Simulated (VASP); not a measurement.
# Ag in VASP: a series of runs

The runs below take Ag through single point, with PBE.

Everything below comes from runs of VASP 6.6.1. Logs are shortened: lines on timing, memory, paths and dates and some standing lists are left out, and cuts for length are marked.

### 1 The cell of the first run

It takes space group R-3m (No. 166, trigonal). The conventional cell has a = 2.968 Å, b = 2.968 Å, c = 7.063 Å, α = 90.00°, β = 90.00°, γ = 120.00°. Ag (site symmetry -3m) has 12 Ag at 2.91 to 2.97 Å within 3.8 Å.

### 2 Single point, PBE

Input file INCAR:

```
PREC = Accurate ; ENCUT = 520
EDIFF = 1E-6 ; ISMEAR = 0
SIGMA = 0.1 ; LREAL = False
LASPH = True ; NELM = 100
ALGO = Fast ; ISIF = 2
LWAVE = False ; LCHARG = False
GGA = PE ; NBANDS = 18
```

Input file KPOINTS:

```
regular mesh
0
Gamma
  6 6 6
```

Input file POSCAR:

```
Ag
1.0
    1.4839692893      0.8567700687      4.7083595249
   -1.4839692893      0.8567700687      4.7083595249
    0.0000000000     -1.7135401373      4.7083595249
Ag
2
Direct
    0.2500008765      0.2500008765      0.2500008765
    0.7499991235      0.7499991235      0.7499991235
```

Potentials or basis: VASP PAW PBE potentials, release 64 (Ag).

On the command line:

```console
$ cat potpaw_PBE.64/Ag/POTCAR > POTCAR
$ mpirun -np 1 vasp_std > vasp.out
```

OUTCAR:

```text
PREC = Accurate
   ENCUT = 520
   EDIFF = 1E-6
   ISMEAR = 0
   LREAL = False
   LASPH = True
   NELM = 100
   ISIF = 2
   GGA = PE

 ion  position               nearest neighbor table
   1  0.250  0.250  0.250-   2 2.91   2 2.91   2 2.91   2 2.91   2 2.91   2 2.91
   2  0.750  0.750  0.750-   1 2.91   1 2.91   1 2.91   1 2.91   1 2.91   1 2.91

  LATTYP: Found a trigonal (rhomboedric) cell.
 ALAT       =     5.0104759472
 COS(alpha) =     0.8245627306

  Lattice vectors:

 A1 = (   1.4839692893,   0.8567700687,   4.7083595249)
 A2 = (  -1.4839692893,   0.8567700687,   4.7083595249)
 A3 = (   0.0000000000,  -1.7135401373,   4.7083595249)

Analysis of symmetry for initial positions (statically):
=====================================================================
 Subroutine PRICEL returns following result:

  LATTYP: Found a base centered monoclinic cell.
 ALAT       =     5.0105224837
 B/A-ratio  =     0.5923411357
 C/A-ratio  =     0.5811262493
 COS(beta)  =    -0.5584960275

  Lattice vectors:

 A1 = (   0.0000000000,   1.7135401373,   2.3542045237)
 A2 = (   1.4839692893,  -0.8567700687,   2.3542045237)
 A3 = (   1.4839692893,   0.8567700686,  -2.3541550012)

   2 primitive cells build up your supercell.

 Routine SETGRP: Setting up the symmetry group for a
 trigonal (rhombohedral) supercell.

 Subroutine GETGRP returns: Found 12 space group operations
 (whereof 12 operations were pure point group operations)
 out of a pool of 12 trial point group operations.

The static configuration has the point symmetry D_3d.

Analysis of symmetry for dynamics (positions and initial velocities):
=====================================================================
 Subroutine PRICEL returns following result:

  LATTYP: Found a base centered monoclinic cell.
 ALAT       =     5.0105224837
 B/A-ratio  =     0.5923411357
 C/A-ratio  =     0.5811262493
 COS(beta)  =    -0.5584960275

  Lattice vectors:

 A1 = (   0.0000000000,   1.7135401373,   2.3542045237)
 A2 = (   1.4839692893,  -0.8567700687,   2.3542045237)
 A3 = (   1.4839692893,   0.8567700686,  -2.3541550012)

   2 primitive cells build up your supercell.

 Routine SETGRP: Setting up the symmetry group for a
 trigonal (rhombohedral) supercell.

 Subroutine GETGRP returns: Found 12 space group operations
 (whereof 12 operations were pure point group operations)
 out of a pool of 12 trial point group operations.

The dynamic configuration has the point symmetry D_3d.

 Subroutine INISYM returns: Found 12 space group operations
 (whereof 12 operations are pure point group operations),
 and found     2 'primitive' translations

----------------------------------------------------------------------------------------

                                     Primitive cell

  volume of cell :      17.9590

  direct lattice vectors                    reciprocal lattice vectors
     0.000000000  1.713540137  2.354204524    -0.000002363  0.389056734  0.141591636
     1.483969289 -0.856770069  2.354204524     0.336931834 -0.194530413  0.141591636
     1.483969289  0.856770069 -2.354155001     0.336936559  0.194530413 -0.141591636

  length of vectors
     2.911786177  2.911786177  2.911746138     0.414020934  0.414020934  0.414024779

  position of ions in fractional coordinates (direct lattice)
     0.500000000  0.500000000  0.500000000

  ion indices of the primitive-cell ions
   primitive index   ion index
                 1           1

----------------------------------------------------------------------------------------

 KPOINTS: regular mesh

Automatic generation of k-mesh.
 Grid dimensions read from file:
 generate k-points for:    6    6    6

 Generating k-lattice:

  Cartesian coordinates                     Fractional coordinates (reciprocal lattice)
     0.056155699  0.032421508  0.011799344     0.166666667 -0.000000000  0.000000000
    -0.056155699  0.032421508  0.011799344    -0.000000000  0.166666667  0.000000000
     0.000000000 -0.064843016  0.011799344     0.000000000  0.000000000  0.166666667

  Length of vectors
     0.065907824  0.065907824  0.065907824

  Shift w.r.t. Gamma in fractional coordinates (k-lattice)
     0.000000000  0.000000000  0.000000000

 Subroutine IBZKPT returns following result:
 ===========================================

 Found     32 irreducible k-points:

 Following reciprocal coordinates:
            Coordinates               Weight
  0.000000  0.000000  0.000000      1.000000
  0.166667 -0.000000 -0.000000      6.000000
  0.333333 -0.000000 -0.000000      6.000000
  0.500000  0.000000 -0.000000      3.000000
  0.166667  0.166667 -0.000000      6.000000
  0.333333  0.166667 -0.000000     12.000000
[... 16 lines left out ...]
  0.500000  0.500000  0.166667      6.000000
 -0.333333  0.500000  0.166667     12.000000
 [... further k-points ...]
   k-points           NKPTS =     32   k-points in BZ     NKDIM =     32   number of bands    NBANDS=     18
   number of dos      NEDOS =    301   number of ions     NIONS =      2
   total plane-waves  NPLWV =  64000
   dimension x,y,z NGX =    40 NGY =   40 NGZ =   40
   dimension x,y,z NGXF=    80 NGYF=   80 NGZF=   80
   ions per type =               2
   NGX,Y,Z   is equivalent  to a cutoff of  13.27, 13.27, 13.27 a.u.
   NGXF,Y,Z  is equivalent  to a cutoff of  26.54, 26.54, 26.54 a.u.
 SYSTEM =  unknown system
   PREC   = accura    normal or accurate (medium, high low for compatibility)
   ISTART =      0    job   : 0-new  1-cont  2-samecut
   ICHARG =      2    charge: 1-file 2-atom 10-const
   ISPIN  =      1    spin polarized calculation?
   LNONCOLLINEAR =      F non collinear calculations
   LSORBIT =      F    spin-orbit coupling
   LASPH  =      T    aspherical Exc in radial PAW
   ENCUT  =  520.0 eV  38.22 Ry    6.18 a.u.   9.32  9.32  9.32*2*pi/ulx,y,z
   NELM   =    100;   NELMIN=  2; NELMDL= -5     # of ELM steps
   EDIFF  = 0.1E-05   stopping-criterion for ELM
   LREAL  =      F    real-space projection
   EDIFFG = 0.1E-04   stopping-criterion for IOM
   NSW    =      0    number of steps for IOM
   IBRION =     -1    ionic relax: 0-MD 1-quasi-New 2-CG
   NFREE  =      0    steps in history (QN), initial steepest desc. (CG)
   ISIF   =      2    stress and relaxation
   ISYM   =      2    0-nonsym 1-usesym 2-fastsym
   POTIM  = 0.5000    time-step for ionic-motion
   TEBEG  =    0.0;   TEEND  =   0.0 temperature during run
   PSTRESS=    0.0 pullay stress
   NELECT =      22.0000    total number of electrons
   NUPDOWN=      -1.0000    fix difference up-down
   EMIN   =  10.00;   EMAX   =-10.00  energy-range for DOS
   EFERMI =   0.00;   METHOD = LEGACY
   ISMEAR =     0;   SIGMA  =   0.10  broadening in eV -4-tet -1-fermi 0-gaus
   EFERMI_NEDOS =   21; number of points for ismear=-14 and -15
   IALGO  =     68    algorithm
   IMIX   =      4    mixing-type and parameters
     AMIX     =   0.40;   BMIX     =  1.00
     AMIX_MAG =   1.60;   BMIX_MAG =  1.00
  volume/ion in A,a.u.               =      17.96       121.19
  Fermi-wavevector in a.u.,A,eV,Ry     =   1.390312  2.627309 26.299631  1.932968
  Thomas-Fermi vector in A             =   2.514259
   LORBIT       =      0    0 simple, 1 ext, 2 COOP (PROOUT), +10 PAW based schemes
   GGA     = PE    functional components
   LHFCALC =     F    Hartree Fock is set to
   AEXX    =    0.0000 exact exchange contribution
   IVDW    =     0    specifies the selected vdW correction
   LEPSILON=     F    determine dielectric tensor
   LRPA    =     F    only Hartree local field effects (RPA)
 non-spin polarized calculation
 RMM-DIIS sequential band-by-band and
 Gauss-broadening in eV      SIGMA  =   0.10
  energy-cutoff  :      520.00
  volume of cell :       35.92
 maximum number of plane-waves:       989
 NGX is ok and might be reduce to    40

 number of electron      22.0000003 magnetization

 Free energy of the ion-electron system (eV)
  ---------------------------------------------------
  ext. energy  EPLUGINS =         0.00000000
  ---------------------------------------------------
  free energy    TOTEN  =        -5.37145164 eV

  energy without entropy =       -5.36801635  energy(sigma->0) =       -5.36973400

 E-fermi :   7.5723     XC(G=0): -11.9003

 val. band max:        7.4114820841   @ k =   0.5000   0.1667  -0.0000
 cond. band min:       7.6018863204   @ k =   0.5000   0.3333   0.1667
 fundamental gap:      0.1904042364
 Fermi energy:         7.5722567328

 k-point     1 :       0.0000    0.0000    0.0000
  band No.  band energies     occupation
      1       0.3359      2.00000
      2       1.6721      2.00000
      3       3.0472      2.00000
      4       3.0472      2.00000
      5       3.0766      2.00000
      6       3.0766      2.00000
[... 10 lines left out ...]
     17      24.6172      0.00000
     18      26.5832      0.00000

 k-point     2 :       0.1667   -0.0000   -0.0000
  band No.  band energies     occupation
      1       1.0446      2.00000
      2       2.0593      2.00000
      3       2.8696      2.00000
      4       2.8716      2.00000
      5       3.2405      2.00000
      6       3.3964      2.00000
[... 10 lines left out ...]
     17      23.4546      0.00000
     18      24.1716      0.00000

 k-point     3 :       0.3333   -0.0000   -0.0000
  band No.  band energies     occupation
      1       2.1561      2.00000
      2       2.2818      2.00000
      3       2.7381      2.00000
      4       2.8050      2.00000
      5       3.3132      2.00000
      6       3.3183      2.00000
[... 10 lines left out ...]
     17      22.3399      0.00000
     18      23.1795      0.00000

 k-point     4 :       0.5000    0.0000   -0.0000
  band No.  band energies     occupation
      1       2.1573      2.00000
      2       2.1573      2.00000
      3       2.6290      2.00000
      4       2.6292      2.00000
      5       3.5282      2.00000
      6       3.5283      2.00000
[... 375 lines left out ...]
      4       2.9111      2.00000
      5       3.5133      2.00000
      6       3.6831      2.00000
[... 10 lines left out ...]
     17      19.6473      0.00000
     18      24.3881      0.00000

 k-point    23 :       0.5000    0.5000    0.1667
  band No.  band energies     occupation
      1       1.8622      2.00000
      2       1.9146      2.00000
      3       1.9807      2.00000
      4       3.1570      2.00000
      5       3.2371      2.00000
      6       4.1100      2.00000
[... 10 lines left out ...]
     17      22.9268      0.00000
     18      23.8969      0.00000

 k-point    24 :      -0.3333    0.5000    0.1667
  band No.  band energies     occupation
      1       1.8804      2.00000
      2       1.9992      2.00000
      3       2.1502      2.00000
      4       2.8566      2.00000
      5       3.5238      2.00000
      6       3.7217      2.00000
[... 10 lines left out ...]
     17      20.8253      0.00000
     18      22.8722      0.00000

 [... further k-points ...]
[... 5 lines left out ...]
  --------------------------------------------------------------------------------------
  -------------------------------------------------------------------------------------
  Total       -0.0126108     -0.0126108     -0.0068033      0.0000000     -0.0000000      0.0000000
  in kB       -0.5625265     -0.5625265     -0.3034739      0.0000000     -0.0000000      0.0000000
  external PRESSURE =      -0.4761757 kB  Pullay stress =       0.0000000 kB

 VOLUME and BASIS-vectors are now :
 -----------------------------------------------------------------------------
  energy-cutoff  :      520.00
  volume of cell :       35.92
      direct lattice vectors                 reciprocal lattice vectors
     1.483969289  0.856770069  4.708359525     0.336934196  0.194529049  0.070796066
    -1.483969289  0.856770069  4.708359525    -0.336934196  0.194529049  0.070796066
     0.000000000 -1.713540137  4.708359525     0.000000000 -0.389058098  0.070796066

 POSITION                                       TOTAL-FORCE (eV/Angst)
 -----------------------------------------------------------------------------------
      0.00000      0.00000      3.53128         0.000000     -0.000000      0.000000
      0.00000      0.00000     10.59380         0.000000      0.000000      0.000000
 -----------------------------------------------------------------------------------
    total drift:                                0.000000     -0.000000      0.000000

  FREE ENERGIE OF THE ION-ELECTRON SYSTEM (eV)
  ---------------------------------------------------
  free  energy   TOTEN  =        -5.3714516438 eV

  energy  without entropy=       -5.3680163516  energy(sigma->0) =       -5.36973400
```

It took 73 s on 1 thread of Intel Xeon 8259CL, shared host; peak memory 0.24 GiB.

What came out:

| Quantity | Value |
| --- | --- |
| Free energy | -5.3715 eV |
| Pressure | 0.0 GPa |
| Band gap on the k mesh | zero (bands 11 and 12 overlap by 6.63 eV) |

Caveat: the k points lie up to 0.41 Å⁻¹ apart, too coarse for converged energies and pressures of a metal.

### 3 Single point, PBE

This run uses another cell than the first one: it holds 1 atom, not 2.

Input file INCAR:

```
SYSTEM = Ag
PREC = Accurate
ENCUT = 520
EDIFF = 1E-6
ISMEAR = 0
SIGMA = 0.1
LREAL = .FALSE.
LASPH = .TRUE.
NELM = 60
ALGO = Fast
ISIF = 2
LWAVE = .FALSE.
LCHARG = .TRUE.
GGA = PE
LELF = .TRUE.
LVHAR = .TRUE.
NBANDS = 12
```

Input file KPOINTS:

```
regular mesh
0
G
  24 24 24
  0 0 0
```

Input file POSCAR:

```
Ag
1.0
    1.4662351755      0.8465312733      2.3947446975
   -1.4662351755      0.8465312733      2.3947446975
    0.0000000000     -1.6930625465      2.3947446975
Ag
1
Direct
    0.5000000000      0.5000000000      0.5000000000
```

Potentials or basis: VASP PAW PBE potentials, release 64 (Ag).

On the command line:

```console
$ cat potpaw_PBE.64/Ag/POTCAR > POTCAR
$ mpirun -np 1 vasp_std > vasp.out
```

Run time: 5.6 min. Hardware: 1 thread of Intel Xeon 8259CL, shared host; peak memory 0.39 GiB.

It converged, with:

```yaml
Free_energy: -2.7199 eV
Pressure: -0.1 GPa
Band_gap_on_the_k_mesh: zero (an odd number of electrons rules out a gap without spin polarisation)
```

Levels at points of the mesh, in eV from the Fermi level:
```csv
k point,band 2,band 3,band 4,band 5,band 6,band 7,band 8,band 9,band 10,band 11
"(0.00, 0.00, 0.00)",-4.70,-4.70,-4.70,-3.74,-3.74,15.87,19.18,19.19,19.19,23.88
"(0.50, 0.00, 0.00)",-4.72,-4.72,-3.01,-3.01,-0.33,3.31,15.10,17.36,17.36,22.17
"(0.50, 0.50, 0.00)",-6.08,-3.04,-2.82,-2.82,1.60,6.35,10.39,10.39,16.60,16.63
"(0.50, 0.50, 0.50)",-4.72,-4.72,-3.01,-3.01,-0.33,3.31,15.10,17.36,17.36,22.17
```

The gap in the log of VASP goes by the Fermi energy; the results here count the filled bands.